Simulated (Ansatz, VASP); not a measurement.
**Si: VASP beside Ansatz**

```xyz
17
Lattice="0.0000 5.4300 5.4300 5.4300 0.0000 5.4300 5.4300 5.4300 0.0000" Properties=species:S:1:pos:R:3 pbc="T T T"
Si    0.0047   -0.0050   -0.0048
Si    1.3239    1.3566    1.3586
Si    2.6917    2.7383   -0.0233
Si    4.0724    4.1056    1.3564
Si    2.6873   -0.0277    2.7427
Si    4.0711    1.3558    4.1059
Si    5.4506    2.7356    2.7356
Si    6.7812    4.0686    4.0749
Si    0.0050    2.7200    2.7202
Si    1.3586    4.0732    4.0721
Si    2.7114    5.4264    2.7185
Si    4.0727    6.7885    4.0394
Si    2.7104    2.7194    5.4256
Si    4.0714    4.0391    6.7891
Si    5.4516    5.4084    5.4083
Si    6.8206    6.7876    6.7869
Si    4.0660    6.7834    6.7901
```

Alike in both runs: functional PBE; k mesh 2 × 2 × 2; occupations gaussian, width 0.02 eV; no spin polarisation.

Ansatz relaxed the structure, and its values are those at the end. VASP's run is a single point on that final structure, the one shown.

|  | VASP | Ansatz |
| --- | --- | --- |
| version | VASP 6.6.1 | Ansatz 0.2.0 |
| potentials or method | VASP PAW PBE potentials, release 64 (Si), cutoff 520 eV | scalar-relativistic, plane waves, PAW |
| valence electrons in the cell | 68 | 68 |

```tsv
	VASP	Ansatz	Ansatz less VASP
rms of the force components (eV/Å)	0.007	0.007	+0.0001
```

With one functional, cell and mesh, what is left measures potentials, basis and numerics.

The k mesh is coarse, so the values compare programs but aren't converged.
